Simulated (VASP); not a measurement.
# Zr (P6_3/mmc) in VASP: a series of runs

Zr is run at these levels: LDA; tasks: single point.

Everything below comes from runs of VASP 6.6.1. Logs are shortened: lines on timing, memory, paths and dates and some standing lists are left out, and cuts for length are marked.

## (1) The cell of the first run

The structure is hexagonal, space group P6_3/mmc (No. 194). Conventional cell: a = 3.144 Å, b = 3.144 Å, c = 5.089 Å, α = 90.00°, β = 90.00°, γ = 120.00°. Within 4.1 Å of Zr (site symmetry -6m2) lie 12 Zr at 3.13 to 3.14 Å.

## (2) Single point, LDA

File INCAR:

```
SYSTEM = Zr
PREC = Accurate
ENCUT = 520
EDIFF = 1E-6
ISMEAR = -1
SIGMA = 0.01
LREAL = .False.
LASPH = .True.
NELM = 100
ALGO = Normal
ISIF = 2
LWAVE = .False.
LCHARG = .True.
GGA = CA
LELF = .True.
LVHAR = .True.
NBANDS = 19
```

File KPOINTS:

```
regular mesh
0
Gamma
  12 12 6
  0 0 0
```

File POSCAR:

```
Zr
1.0
    3.1439658570      0.0000000000      0.0000000000
   -1.5719829285      2.7227543008      0.0000000000
    0.0000000000      0.0000000000      5.0894642375
Zr
2
Direct
    0.3333333333      0.6666666667      0.2500000000
    0.6666666667      0.3333333333      0.7500000000
```

Potentials or basis: VASP PAW LDA potentials, release 64 (Zr_sv).

Started as:

```bash
> cat potpaw_LDA.64/Zr_sv/POTCAR > POTCAR
> mpirun -np 1 vasp_std > vasp.out
```

OUTCAR:

```text
SYSTEM = Zr
   PREC = Accurate
   ENCUT = 520
   EDIFF = 1E-6
   ISMEAR = -1
   LREAL = .False.
   LASPH = .True.
   NELM = 100
   ISIF = 2
   GGA = CA

 ion  position               nearest neighbor table
   1  0.333  0.667  0.250-   2 3.13   2 3.13   2 3.13   2 3.13   2 3.13   2 3.13
   2  0.667  0.333  0.750-   1 3.13   1 3.13   1 3.13   1 3.13   1 3.13   1 3.13

  LATTYP: Found a hexagonal cell.
 ALAT       =     3.1439658570
 C/A-ratio  =     1.6188039149

  Lattice vectors:

 A1 = (   3.1439658570,   0.0000000000,   0.0000000000)
 A2 = (  -1.5719829285,   2.7227543008,   0.0000000000)
 A3 = (   0.0000000000,   0.0000000000,   5.0894642375)

Analysis of symmetry for initial positions (statically):
=====================================================================
 Subroutine PRICEL returns:
 Original cell was already a primitive cell.

 Routine SETGRP: Setting up the symmetry group for a
 hexagonal supercell.

 Subroutine GETGRP returns: Found 24 space group operations
 (whereof 12 operations were pure point group operations)
 out of a pool of 24 trial point group operations.

The static configuration has the point symmetry D_3d.
 The point group associated with its full space group is D_6h.

Analysis of symmetry for dynamics (positions and initial velocities):
=====================================================================
 Subroutine PRICEL returns:
 Original cell was already a primitive cell.

 Routine SETGRP: Setting up the symmetry group for a
 hexagonal supercell.

 Subroutine GETGRP returns: Found 24 space group operations
 (whereof 12 operations were pure point group operations)
 out of a pool of 24 trial point group operations.

The dynamic configuration has the point symmetry D_3d.
 The point group associated with its full space group is D_6h.

 Subroutine INISYM returns: Found 24 space group operations
 (whereof 12 operations are pure point group operations),
 and found     1 'primitive' translations

----------------------------------------------------------------------------------------

                                     Primitive cell

  volume of cell :      43.5671

  direct lattice vectors                    reciprocal lattice vectors
     3.143965857  0.000000000  0.000000000     0.318069612  0.183637576  0.000000000
    -1.571982928  2.722754301  0.000000000     0.000000000  0.367275152  0.000000000
     0.000000000  0.000000000  5.089464237     0.000000000  0.000000000  0.196484336

  length of vectors
     3.143965857  3.143965857  5.089464237     0.367275152  0.367275152  0.196484336

  position of ions in fractional coordinates (direct lattice)
     0.333333333  0.666666667  0.250000000
     0.666666667  0.333333333  0.750000000

  ion indices of the primitive-cell ions
   primitive index   ion index
                 1           1
                 2           2

----------------------------------------------------------------------------------------

 KPOINTS: regular mesh

Automatic generation of k-mesh.
 Grid dimensions read from file:
 generate k-points for:   12   12    6

 Generating k-lattice:

  Cartesian coordinates                     Fractional coordinates (reciprocal lattice)
     0.026505801  0.015303131  0.000000000     0.083333333  0.000000000  0.000000000
     0.000000000  0.030606263  0.000000000     0.000000000  0.083333333  0.000000000
     0.000000000  0.000000000  0.032747389     0.000000000  0.000000000  0.166666667

  Length of vectors
     0.030606263  0.030606263  0.032747389

  Shift w.r.t. Gamma in fractional coordinates (k-lattice)
     0.000000000  0.000000000  0.000000000

 Subroutine IBZKPT returns following result:
 ===========================================

 Found     76 irreducible k-points:

 Following reciprocal coordinates:
            Coordinates               Weight
  0.000000  0.000000  0.000000      1.000000
  0.083333  0.000000  0.000000      6.000000
  0.166667  0.000000  0.000000      6.000000
  0.250000  0.000000  0.000000      6.000000
  0.333333  0.000000  0.000000      6.000000
  0.416667  0.000000  0.000000      6.000000
[... 16 lines left out ...]
  0.250000  0.000000  0.166667     12.000000
  0.333333  0.000000  0.166667     12.000000
 [... further k-points ...]
   k-points           NKPTS =     76   k-points in BZ     NKDIM =     76   number of bands    NBANDS=     19
   number of dos      NEDOS =    301   number of ions     NIONS =      2
   total plane-waves  NPLWV =  23040
   dimension x,y,z NGX =    24 NGY =   24 NGZ =   40
   dimension x,y,z NGXF=    48 NGYF=   48 NGZF=   80
   ions per type =               2
   NGX,Y,Z   is equivalent  to a cutoff of  12.69, 12.69, 13.07 a.u.
   NGXF,Y,Z  is equivalent  to a cutoff of  25.38, 25.38, 26.13 a.u.
 SYSTEM =  Zr
   PREC   = accura    normal or accurate (medium, high low for compatibility)
   ISTART =      0    job   : 0-new  1-cont  2-samecut
   ICHARG =      2    charge: 1-file 2-atom 10-const
   ISPIN  =      1    spin polarized calculation?
   LNONCOLLINEAR =      F non collinear calculations
   LSORBIT =      F    spin-orbit coupling
   LASPH  =      T    aspherical Exc in radial PAW
   ENCUT  =  520.0 eV  38.22 Ry    6.18 a.u.   5.85  5.85  9.46*2*pi/ulx,y,z
   NELM   =    100;   NELMIN=  2; NELMDL= -5     # of ELM steps
   EDIFF  = 0.1E-05   stopping-criterion for ELM
   LREAL  =      F    real-space projection
   EDIFFG = 0.1E-04   stopping-criterion for IOM
   NSW    =      0    number of steps for IOM
   IBRION =     -1    ionic relax: 0-MD 1-quasi-New 2-CG
   NFREE  =      0    steps in history (QN), initial steepest desc. (CG)
   ISIF   =      2    stress and relaxation
   ISYM   =      2    0-nonsym 1-usesym 2-fastsym
   POTIM  = 0.5000    time-step for ionic-motion
   TEBEG  =    0.0;   TEEND  =   0.0 temperature during run
   PSTRESS=    0.0 pullay stress
   NELECT =      24.0000    total number of electrons
   NUPDOWN=      -1.0000    fix difference up-down
   EMIN   =  10.00;   EMAX   =-10.00  energy-range for DOS
   EFERMI =   0.00;   METHOD = LEGACY
   ISMEAR =    -1;   SIGMA  =   0.01  broadening in eV -4-tet -1-fermi 0-gaus
   EFERMI_NEDOS =   21; number of points for ismear=-14 and -15
   IALGO  =     38    algorithm
   IMIX   =      4    mixing-type and parameters
     AMIX     =   0.40;   BMIX     =  1.00
     AMIX_MAG =   1.60;   BMIX_MAG =  1.00
  volume/ion in A,a.u.               =      21.78       147.00
  Fermi-wavevector in a.u.,A,eV,Ry     =   1.342020  2.536051 24.504349  1.801019
  Thomas-Fermi vector in A             =   2.470208
   LORBIT       =      0    0 simple, 1 ext, 2 COOP (PROOUT), +10 PAW based schemes
   GGA     = CA    functional components
   LHFCALC =     F    Hartree Fock is set to
   AEXX    =    0.0000 exact exchange contribution
   IVDW    =     0    specifies the selected vdW correction
   LEPSILON=     F    determine dielectric tensor
   LRPA    =     F    only Hartree local field effects (RPA)
 non-spin polarized calculation
  energy-cutoff  :      520.00
  volume of cell :       43.57
 maximum number of plane-waves:      1194
 NGX is ok and might be reduce to    24
   NGX = 11   NGY = 11   NGZ = 19

 number of electron      23.9999999 magnetization

 Free energy of the ion-electron system (eV)
  ---------------------------------------------------
  ext. energy  EPLUGINS =         0.00000000
  ---------------------------------------------------
  free energy    TOTEN  =       -18.57946519 eV

  energy without entropy =      -18.57901197  energy(sigma->0) =      -18.57923858

 E-fermi :   9.5545     XC(G=0): -11.6007

 val. band max:        9.5494454230   @ k =   0.2500   0.2500   0.5000
 cond. band min:       9.5855762928   @ k =   0.3333   0.2500   0.5000
 fundamental gap:      0.0361308698
 Fermi energy:         9.5544964254

 k-point     1 :       0.0000    0.0000    0.0000
  band No.  band energies     occupation
      1     -38.8881      2.00000
      2     -38.6919      2.00000
      3     -17.6734      2.00000
      4     -16.5854      2.00000
      5     -16.5854      2.00000
      6     -16.4493      2.00000
[... 11 lines left out ...]
     18      11.8918      0.00000
     19      14.3049      0.00000

 k-point     2 :       0.0833    0.0000    0.0000
  band No.  band energies     occupation
      1     -38.8772      2.00000
      2     -38.6868      2.00000
      3     -17.6469      2.00000
      4     -16.6482      2.00000
      5     -16.6053      2.00000
      6     -16.4887      2.00000
[... 11 lines left out ...]
     18      11.7050      0.00000
     19      14.4405      0.00000

 k-point     3 :       0.1667    0.0000    0.0000
  band No.  band energies     occupation
      1     -38.8467      2.00000
      2     -38.6734      2.00000
      3     -17.5712      2.00000
      4     -16.8192      2.00000
      5     -16.6602      2.00000
      6     -16.6575      2.00000
[... 11 lines left out ...]
     18      11.8734      0.00000
     19      14.7131      0.00000

 k-point     4 :       0.2500    0.0000    0.0000
  band No.  band energies     occupation
      1     -38.8032      2.00000
      2     -38.6565      2.00000
      3     -17.4567      2.00000
      4     -17.0508      2.00000
      5     -16.8831      2.00000
      6     -16.7253      2.00000
[... 11 lines left out ...]
     18      12.7271      0.00000
     19      14.9529      0.00000

 k-point     5 :       0.3333    0.0000    0.0000
  band No.  band energies     occupation
      1     -38.7562      2.00000
      2     -38.6428      2.00000
      3     -17.3214      2.00000
      4     -17.2793      2.00000
      5     -17.0949      2.00000
      6     -16.7903      2.00000
[... 11 lines left out ...]
     18      13.7691      0.00000
     19      15.1044      0.00000
[... 334 lines left out ...]
      2     -38.6999      2.00000
      3     -17.5748      2.00000
      4     -16.6358      2.00000
      5     -16.5939      2.00000
      6     -16.5759      2.00000
[... 11 lines left out ...]
     18      12.1070      0.00000
     19      14.4578      0.00000

 k-point    22 :       0.1667    0.0000    0.1667
  band No.  band energies     occupation
      1     -38.8353      2.00000
      2     -38.6852      2.00000
      3     -17.5133      2.00000
      4     -16.8013      2.00000
      5     -16.7208      2.00000
      6     -16.6443      2.00000
[... 11 lines left out ...]
     18      12.0576      0.00000
     19      14.6512      0.00000

 k-point    23 :       0.2500    0.0000    0.1667
  band No.  band energies     occupation
      1     -38.7935      2.00000
      2     -38.6665      2.00000
      3     -17.4335      2.00000
      4     -17.0162      2.00000
      5     -16.9277      2.00000
      6     -16.7101      2.00000
[... 11 lines left out ...]
     18      12.6387      0.00000
     19      14.8116      0.00000

 k-point    24 :       0.3333    0.0000    0.1667
  band No.  band energies     occupation
      1     -38.7487      2.00000
      2     -38.6504      2.00000
      3     -17.4111      2.00000
      4     -17.1888      2.00000
      5     -17.0928      2.00000
      6     -16.7734      2.00000
[... 11 lines left out ...]
     18      13.5830      0.00000
     19      14.9358      0.00000

 [... further k-points ...]
[... 5 lines left out ...]
  --------------------------------------------------------------------------------------
  -------------------------------------------------------------------------------------
  Total        0.0944835      0.0944835     -0.1084823      0.0000000     -0.0000000      0.0000000
  in kB        3.4746287      3.4746287     -3.9894327      0.0000000     -0.0000000      0.0000000
  external PRESSURE =       0.9866082 kB  Pullay stress =       0.0000000 kB

 VOLUME and BASIS-vectors are now :
 -----------------------------------------------------------------------------
  energy-cutoff  :      520.00
  volume of cell :       43.57
      direct lattice vectors                 reciprocal lattice vectors
     3.143965857  0.000000000  0.000000000     0.318069612  0.183637576  0.000000000
    -1.571982928  2.722754301  0.000000000     0.000000000  0.367275152  0.000000000
     0.000000000  0.000000000  5.089464237     0.000000000  0.000000000  0.196484336

 POSITION                                       TOTAL-FORCE (eV/Angst)
 -----------------------------------------------------------------------------------
     -0.00000      1.81517      1.27237         0.000000      0.000000      0.000000
      1.57198      0.90758      3.81710        -0.000000      0.000000      0.000000
 -----------------------------------------------------------------------------------
    total drift:                                0.000000     -0.000000      0.000000

  FREE ENERGIE OF THE ION-ELECTRON SYSTEM (eV)
  ---------------------------------------------------
  free  energy   TOTEN  =       -18.5794651884 eV

  energy  without entropy=      -18.5790119664  energy(sigma->0) =      -18.57923858
```

Wall time 80 s (1 thread of AMD EPYC 7R13 (Zen 3), shared host); peak memory 0.14 GiB.

Results:

```yaml
Free_energy: -18.5795 eV
Pressure: 0.1 GPa
Band_gap_on_the_k_mesh: zero (band 12 reaches 10.50 eV, above the bottom of band 13 at 9.34 eV)
```

## (3) Single point, LDA

File INCAR:

```
SYSTEM = Zr
PREC     = Accurate       ! precision mode
ENCUT    = 520            ! plane-wave cutoff, eV
EDIFF    = 1E-7           ! SCF threshold, eV
ISMEAR   = -1             ! smearing method
SIGMA    = 0.03           ! smearing width, eV
LREAL    = .False.        ! projectors in reciprocal space
LASPH    = .True.         ! aspherical terms in the spheres
NELM     = 100            ! most SCF steps
ALGO     = Normal         ! electronic algorithm
ISIF     = 2              ! what is computed and relaxed
LWAVE    = .False.        ! write WAVECAR
LCHARG   = .True.         ! write CHGCAR
LELF     = .True.         ! ELF
LVHAR    = .True.       
NBANDS   = 19             ! bands
```

KPOINTS is that of step 2.

POSCAR is that of step 2.

Potentials or basis: VASP PAW LDA potentials, release 64 (Zr_sv).

Started as:

```bash
> cat potpaw_LDA.64/Zr_sv/POTCAR > POTCAR
> mpirun -np 1 vasp_std > vasp.out
```

Wall time 95 s (1 thread of AMD EPYC 7R13 (Zen 3), shared host); peak memory 0.14 GiB.

The run converged. Its results:

| Property | Result |
| --- | --- |
| Free energy | -18.5821 eV |
| Pressure | 0.1 GPa |
| Band gap on the k mesh | zero (band 12 reaches 10.50 eV, above the bottom of band 13 at 9.34 eV) |

Stress tensor (GPa, compression positive):
```
 0.35  0.00  0.00
 0.00  0.35  0.00
 0.00  0.00 -0.30
```

Levels at points of the mesh, in eV from the Fermi level:
```csv
k point,band 10,band 11,band 12,band 13,band 14,band 15
"(0.00, 0.00, 0.00)",-3.22,0.86,0.87,0.87,1.40,1.59
"(0.50, 0.00, 0.00)",-2.60,-2.37,0.06,0.58,0.76,1.49
"(0.00, 0.00, 0.50)",-3.98,-0.03,-0.03,0.79,0.79,0.79
"(0.50, 0.00, 0.50)",-3.07,-1.25,-1.25,1.96,1.96,2.37
```

## (4) Single point, LDA

File INCAR:

```
ALGO     = Normal         # electronic algorithm
EDIFF    = 1E-6           # SCF threshold, eV
ENCUT    = 520            # plane-wave cutoff, eV
GGA      = CA             # functional
ISIF     = 2              # what is computed and relaxed
ISMEAR   = -1             # smearing method
LASPH    = T              # aspherical terms in the spheres
LCHARG   = F              # write CHGCAR
LREAL    = F              # projectors in reciprocal space
LWAVE    = F              # write WAVECAR
NBANDS   = 19             # bands
NELM     = 100            # most SCF steps
PREC     = Accurate       # precision mode
SIGMA    = 0.2            # smearing width, eV
```

File KPOINTS:

```
k-points
0
Gamma
  12 12 6
```

POSCAR is that of step 3.

Started as:

```bash
> cat potpaw_LDA.64/Zr_sv/POTCAR > POTCAR
> mpirun -np 1 vasp_std > vasp.out
```

It used 58 s of CPU time on 1 thread of AMD EPYC 7R13 Processor (Zen 3), with other jobs on the host.

It converged, with:

| Item | Value |
| --- | --- |
| Free energy | -18.7283 eV |
| Pressure | 0.5 GPa |
| Band gap on the k mesh | zero (band 12 reaches 10.50 eV, above the bottom of band 13 at 9.35 eV) |

Stress tensor (GPa, compression positive):
```
0.29 0.00 0.00
0.00 0.29 0.00
0.00 0.00 1.05
```

Levels at points of the mesh, in eV from the Fermi level:
| k point | band 8 | band 9 | band 10 | band 11 | band 12 | band 13 | band 14 | band 15 | band 16 | band 17 |
| --- | --- | --- | --- | --- | --- | --- | --- | --- | --- | --- |
| (0.00, 0.00, 0.00) | -25.89 | -5.66 | -3.14 | 0.95 | 0.95 | 0.95 | 1.48 | 1.66 | 1.66 | 2.43 |
| (0.50, 0.00, 0.00) | -26.03 | -2.74 | -2.52 | -2.28 | 0.14 | 0.67 | 0.85 | 1.57 | 5.46 | 5.74 |
| (0.00, 0.00, 0.50) | -25.97 | -3.90 | -3.90 | 0.06 | 0.06 | 0.88 | 0.88 | 0.88 | 0.88 | 4.30 |
| (0.50, 0.00, 0.50) | -26.18 | -2.99 | -2.99 | -1.16 | -1.16 | 2.05 | 2.05 | 2.46 | 2.46 | 5.70 |

## (5) Overview

```csv
smearing,gap on the mesh (eV),pressure (GPa)
fermi-dirac 0.01 eV,none,0.1
fermi-dirac 0.03 eV,none,0.1
fermi-dirac 0.2 eV,none,0.5
```

Alike in all rows: task single point; level LDA; potentials or basis VASP PAW LDA potentials, release 64 (Zr_sv); no spin polarisation; cell as given; k mesh 12 × 12 × 6; cutoff (eV) 520.

Every run on the cell as given and a fine mesh finds a metal.

Absolute energies hang on the potentials; compare differences alone.
